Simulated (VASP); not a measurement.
# Si4N in VASP: notebook

Runs on Si4N. Level: PBEsol. Tasks: single point.

Program: VASP 6.6.1. These are calculated values, not measurements. Logs are shortened: lines on timing, memory, paths and dates and some standing lists are left out, and cuts for length are marked.

## 1. The cell of the first run

The cell holds a slab with vacuum, 10 atoms: a = 3.842 Å, b = 5.433 Å, c = 25.863 Å, α = 90.00°, β = 90.00°, γ = 90.00°.

## 2. Single point, PBEsol

Input file INCAR:

```
PREC     = Accurate       # precision mode
ENCUT    = 520            # plane-wave cutoff, eV
EDIFF    = 1E-7           # SCF threshold, eV
ISMEAR   = 0              # smearing method
SIGMA    = 0.05           # smearing width, eV
LREAL    = False          # projectors in reciprocal space
LASPH    = True           # aspherical terms in the spheres
NELM     = 60             # most SCF steps
ALGO     = Normal         # electronic algorithm
ISIF     = 2              # what is computed and relaxed
LWAVE    = False          # write WAVECAR
LCHARG   = True           # write CHGCAR
LDIPOL   = True         
IDIPOL   = 3            
DIPOL    = 0.5 0.5 0.474
GGA      = PS             # functional
LELF     = True           # ELF
LVHAR    = True         
LVACPOTAV= True         
NBANDS   = 32             # bands
```

Input file KPOINTS:

```
regular mesh
0
Gamma
  8 6 1
```

Input file POSCAR:

```
Si4N
1.0
    3.8417168286      0.0000000000      0.0000000000
    0.0000000000      5.4330080418      0.0000000000
    0.0000000000      0.0000000000     25.8625752429
Si N
8 2
Direct
    0.5000000000      0.0000000000      0.3286602328
    0.0000000000      0.2500000000      0.3286602328
    0.0000000000      0.5000000000      0.4029319709
    0.5000000000      0.7500000000      0.4029319709
    0.5000000000     -0.0077673565      0.4796782503
    0.0000000000      0.2397929956      0.4751129112
    0.0000000000      0.5495994865      0.5393024487
    0.5000000000      0.7871177564      0.5605534235
    0.0000000000      0.3397104944      0.5963998691
    0.0000000000      0.1891797903      0.6260795746
```

Potentials or basis: VASP PAW PBE potentials, release 64 (Si, N).

Launch:

```sh
$ cat potpaw_PBE.64/Si/POTCAR potpaw_PBE.64/N/POTCAR > POTCAR
$ mpirun -np 1 vasp_std > vasp.out
```

OUTCAR:

```text
PREC = Accurate
   ENCUT = 520
   EDIFF = 1E-7
   ISMEAR = 0
   LREAL = False
   LASPH = True
   NELM = 60
   ISIF = 2
   GGA = PS

 ion  position               nearest neighbor table
   1  0.500  0.000  0.329-   2 2.35   2 2.35   4 2.35
   2  0.000  0.250  0.329-   1 2.35   1 2.35   3 2.35
   3  0.000  0.500  0.403-   6 2.34   4 2.35   4 2.35   2 2.35
   4  0.500  0.750  0.403-   3 2.35   3 2.35   1 2.35   5 2.38
   5  0.500  0.992  0.480-   6 2.35   6 2.35   8 2.37   4 2.38
   6  0.000  0.240  0.475-   3 2.34   5 2.35   5 2.35   7 2.36
   7  0.000  0.550  0.539-   9 1.87   6 2.36   8 2.38   8 2.38
   8  0.500  0.787  0.561-   5 2.37   7 2.38   7 2.38
   9  0.000  0.340  0.596-  10 1.12   7 1.87
  10  0.000  0.189  0.626-   9 1.12

  LATTYP: Found a simple orthorhombic cell.
 ALAT       =     3.8417168286
 B/A-ratio  =     1.4142135624
 C/A-ratio  =     6.7320358050

  Lattice vectors:

 A1 = (   3.8417168286,   0.0000000000,   0.0000000000)
 A2 = (   0.0000000000,   5.4330080418,   0.0000000000)
 A3 = (   0.0000000000,   0.0000000000,  25.8625752429)

Analysis of symmetry for initial positions (statically):
=====================================================================
 Subroutine PRICEL returns:
 Original cell was already a primitive cell.

 Routine SETGRP: Setting up the symmetry group for a
 simple orthorhombic supercell.

 Subroutine GETGRP returns: Found  2 space group operations
 (whereof  2 operations were pure point group operations)
 out of a pool of  8 trial point group operations.

The static configuration has the point symmetry C_1h.

Analysis of symmetry for dynamics (positions and initial velocities):
=====================================================================
 Subroutine PRICEL returns:
 Original cell was already a primitive cell.

 Routine SETGRP: Setting up the symmetry group for a
 simple orthorhombic supercell.

 Subroutine GETGRP returns: Found  2 space group operations
 (whereof  2 operations were pure point group operations)
 out of a pool of  8 trial point group operations.

The dynamic configuration has the point symmetry C_1h.

 Subroutine INISYM returns: Found  2 space group operations
 (whereof  2 operations are pure point group operations),
 and found     1 'primitive' translations

----------------------------------------------------------------------------------------

                                     Primitive cell

  volume of cell :     539.8057

  direct lattice vectors                    reciprocal lattice vectors
     3.841716829  0.000000000  0.000000000     0.260300289  0.000000000  0.000000000
     0.000000000  5.433008042  0.000000000     0.000000000  0.184060099  0.000000000
     0.000000000  0.000000000 25.862575243     0.000000000  0.000000000  0.038665910

  length of vectors
     3.841716829  5.433008042 25.862575243     0.260300289  0.184060099  0.038665910

  position of ions in fractional coordinates (direct lattice)
     0.500000000  0.000000000  0.328660233
     0.000000000  0.250000000  0.328660233
     0.000000000  0.500000000  0.402931971
     0.500000000  0.750000000  0.402931971
     0.500000000  0.992232644  0.479678250
     0.000000000  0.239792996  0.475112911
     0.000000000  0.549599486  0.539302449
     0.500000000  0.787117756  0.560553423
     0.000000000  0.339710494  0.596399869
     0.000000000  0.189179790  0.626079575

  ion indices of the primitive-cell ions
   primitive index   ion index
                 1           1
                 2           2
                 3           3
                 4           4
                 5           5
                 6           6
                 7           7
                 8           8
                 9           9
                10          10

----------------------------------------------------------------------------------------

 KPOINTS: regular mesh

Automatic generation of k-mesh.
 Grid dimensions read from file:
 generate k-points for:    8    6    1

 Generating k-lattice:

  Cartesian coordinates                     Fractional coordinates (reciprocal lattice)
     0.032537536  0.000000000  0.000000000     0.125000000  0.000000000  0.000000000
     0.000000000  0.030676683  0.000000000     0.000000000  0.166666667  0.000000000
     0.000000000  0.000000000  0.038665910     0.000000000  0.000000000  1.000000000

  Length of vectors
     0.032537536  0.030676683  0.038665910

  Shift w.r.t. Gamma in fractional coordinates (k-lattice)
     0.000000000  0.000000000  0.000000000

 Subroutine IBZKPT returns following result:
 ===========================================

 Found     20 irreducible k-points:

 Following reciprocal coordinates:
            Coordinates               Weight
  0.000000  0.000000  0.000000      1.000000
  0.125000  0.000000  0.000000      2.000000
  0.250000  0.000000  0.000000      2.000000
  0.375000  0.000000  0.000000      2.000000
  0.500000  0.000000  0.000000      1.000000
  0.000000  0.166667  0.000000      2.000000
[... 12 lines left out ...]
  0.375000  0.500000  0.000000      2.000000
  0.500000  0.500000  0.000000      1.000000
   k-points           NKPTS =     20   k-points in BZ     NKDIM =     20   number of bands    NBANDS=     32
   number of dos      NEDOS =    301   number of ions     NIONS =     10
   total plane-waves  NPLWV = 230400
   dimension x,y,z NGX =    30 NGY =   40 NGZ =  192
   dimension x,y,z NGXF=    60 NGYF=   80 NGZF=  384
   ions per type =               8   2
   NGX,Y,Z   is equivalent  to a cutoff of  12.98, 12.24, 12.34 a.u.
   NGXF,Y,Z  is equivalent  to a cutoff of  25.96, 24.48, 24.68 a.u.
 SYSTEM =  unknown system
   PREC   = accura    normal or accurate (medium, high low for compatibility)
   ISTART =      0    job   : 0-new  1-cont  2-samecut
   ICHARG =      2    charge: 1-file 2-atom 10-const
   ISPIN  =      1    spin polarized calculation?
   LNONCOLLINEAR =      F non collinear calculations
   LSORBIT =      F    spin-orbit coupling
   LASPH  =      T    aspherical Exc in radial PAW
   ENCUT  =  520.0 eV  38.22 Ry    6.18 a.u.   7.14 10.10 48.09*2*pi/ulx,y,z
   NELM   =     60;   NELMIN=  2; NELMDL= -5     # of ELM steps
   EDIFF  = 0.1E-06   stopping-criterion for ELM
   LREAL  =      F    real-space projection
   EDIFFG = 0.1E-05   stopping-criterion for IOM
   NSW    =      0    number of steps for IOM
   IBRION =     -1    ionic relax: 0-MD 1-quasi-New 2-CG
   NFREE  =      0    steps in history (QN), initial steepest desc. (CG)
   ISIF   =      2    stress and relaxation
   ISYM   =      2    0-nonsym 1-usesym 2-fastsym
   POTIM  = 0.5000    time-step for ionic-motion
   TEBEG  =    0.0;   TEEND  =   0.0 temperature during run
   PSTRESS=    0.0 pullay stress
   NELECT =      42.0000    total number of electrons
   NUPDOWN=      -1.0000    fix difference up-down
   EMIN   =  10.00;   EMAX   =-10.00  energy-range for DOS
   EFERMI =   0.00;   METHOD = LEGACY
   ISMEAR =     0;   SIGMA  =   0.05  broadening in eV -4-tet -1-fermi 0-gaus
   EFERMI_NEDOS =   21; number of points for ismear=-14 and -15
   IALGO  =     38    algorithm
   IMIX   =      4    mixing-type and parameters
     AMIX     =   0.40;   BMIX     =  1.00
     AMIX_MAG =   1.60;   BMIX_MAG =  1.00
  volume/ion in A,a.u.               =      53.98       364.28
  Fermi-wavevector in a.u.,A,eV,Ry     =   0.698895  1.320721  6.645828  0.488455
  Thomas-Fermi vector in A             =   1.782625
   LORBIT       =      0    0 simple, 1 ext, 2 COOP (PROOUT), +10 PAW based schemes
   GGA     = PS    functional components
   LHFCALC =     F    Hartree Fock is set to
   AEXX    =    0.0000 exact exchange contribution
   IVDW    =     0    specifies the selected vdW correction
   LEPSILON=     F    determine dielectric tensor
   LRPA    =     F    only Hartree local field effects (RPA)
 non-spin polarized calculation
 Gauss-broadening in eV      SIGMA  =   0.05
  energy-cutoff  :      520.00
  volume of cell :      539.81
 maximum number of plane-waves:     14600
 NGX is ok and might be reduce to    30
   NGX = 15   NGY = 21   NGZ = 97

 dipolmoment           0.000000      0.000000      0.133518 electrons x Angstroem

 number of electron      42.0000001 magnetization

 dipolmoment           0.000000      0.000000     -0.073043 electrons x Angstroem

 Free energy of the ion-electron system (eV)
  ---------------------------------------------------
  ext. energy  EPLUGINS =         0.00000000
  ---------------------------------------------------
  free energy    TOTEN  =       -58.59073296 eV

  energy without entropy =      -58.58167244  energy(sigma->0) =      -58.58620270

 E-fermi :  -1.1854     XC(G=0):  -3.8388

 val. band max:       -1.1880084658   @ k =   0.0000   0.5000   0.0000
 cond. band min:      -1.1578462469   @ k =   0.5000   0.3333   0.0000
 fundamental gap:      0.0301622189
 Fermi energy:        -1.1854043416

 k-point     1 :       0.0000    0.0000    0.0000
  band No.  band energies     occupation
      1     -25.7149      2.00000
      2     -14.3962      2.00000
      3     -12.6753      2.00000
      4     -11.3560      2.00000
      5      -9.9784      2.00000
      6      -9.4862      2.00000
[... 24 lines left out ...]
     31       2.1836      0.00000
     32       2.7708      0.00000

 k-point     2 :       0.1250    0.0000    0.0000
  band No.  band energies     occupation
      1     -25.7120      2.00000
      2     -14.3553      2.00000
      3     -12.5494      2.00000
      4     -11.2350      2.00000
      5      -9.8793      2.00000
      6      -9.4615      2.00000
[... 24 lines left out ...]
     31       2.7082      0.00000
     32       2.8881      0.00000
[... 593 lines left out ...]
     31       2.6734      0.00000
     32       3.4613      0.00000

 k-point    20 :       0.5000    0.5000    0.0000
  band No.  band energies     occupation
      1     -25.6947      2.00000
      2     -14.1148      2.00000
      3     -10.4471      2.00000
      4     -10.4417      2.00000
      5      -9.6776      2.00000
      6      -9.4999      2.00000
[... 24 lines left out ...]
     31       2.9391      0.00000
     32       3.0464      0.00000

------------------------ aborting loop because EDIFF is reached ----------------------------------------

  FORCE on cell =-STRESS in cart. coord.  units (eV):
  Direction    XX          YY          ZZ          XY          YZ          ZX
  --------------------------------------------------------------------------------------
  -------------------------------------------------------------------------------------
  Total       -1.7328848     -0.5730528     -0.1952049      0.0000000     -0.6934329      0.0000000
  in kB       -5.1433114     -1.7008568     -0.5793804      0.0000000     -2.0581527      0.0000000
  external PRESSURE =      -2.4745162 kB  Pullay stress =       0.0000000 kB

 VOLUME and BASIS-vectors are now :
 -----------------------------------------------------------------------------
  energy-cutoff  :      520.00
  volume of cell :      539.81
      direct lattice vectors                 reciprocal lattice vectors
     3.841716829  0.000000000  0.000000000     0.260300289  0.000000000  0.000000000
     0.000000000  5.433008042  0.000000000     0.000000000  0.184060099  0.000000000
     0.000000000  0.000000000 25.862575243     0.000000000  0.000000000  0.038665910

 POSITION                                       TOTAL-FORCE (eV/Angst)
 -----------------------------------------------------------------------------------
      1.92086      0.00000      8.50000         0.000000      0.528393      0.377774
      0.00000      1.35825      8.50000         0.000000     -0.540605      0.070968
      0.00000      2.71650     10.42086         0.000000      0.005277     -0.264494
      1.92086      4.07476     10.42086         0.000000      0.007053     -0.198123
      1.92086      5.39081     12.40571         0.000000      0.000537     -0.000347
      0.00000      1.30280     12.28764         0.000000      0.001815     -0.003940
      0.00000      2.98598     13.94775         0.000000     -0.024219      0.037308
      1.92086      4.27642     14.49736         0.000000      0.005445      0.005944
      0.00000      1.84565     15.42444         0.000000      0.993526     -0.952044
      0.00000      1.02782     16.19203         0.000000     -0.977221      0.926954
 -----------------------------------------------------------------------------------
    total drift:                               -0.000000     -0.000089     -0.000105

  FREE ENERGIE OF THE ION-ELECTRON SYSTEM (eV)
  ---------------------------------------------------
  free  energy   TOTEN  =       -58.5907329559 eV

  energy  without entropy=      -58.5816724382  energy(sigma->0) =      -58.58620270

 vacuum level on the upper side and lower side of the slab         3.144         3.778
```

Run time: 7.1 min. Hardware: 1 thread of Intel Xeon 6975P-C (Granite Rapids), shared host; peak memory 0.63 GiB.

What came out:

- Free energy: -58.5907 eV
- Largest force: 1.376 eV/Å
- Band gap on the k mesh: zero (bands 21 and 22 overlap by 0.15 eV)

Forces in eV/Å, atoms in the order of the input:
```
Si   0.000  0.528  0.378
Si   0.000 -0.541  0.071
Si   0.000  0.005 -0.264
Si   0.000  0.007 -0.198
Si   0.000  0.001  0.000
Si   0.000  0.002 -0.004
Si   0.000 -0.024  0.037
Si   0.000  0.005  0.006
N    0.000  0.994 -0.952
N    0.000 -0.977  0.927
```

Caveat: the standard files for N, O and F lose accuracy on very short bonds; the PAW data sets were made with another functional, which shifts forces and pressure a little.

(Continued in part 2 of 2.)

The gap in the log of VASP goes by the Fermi energy; the results here count the filled bands.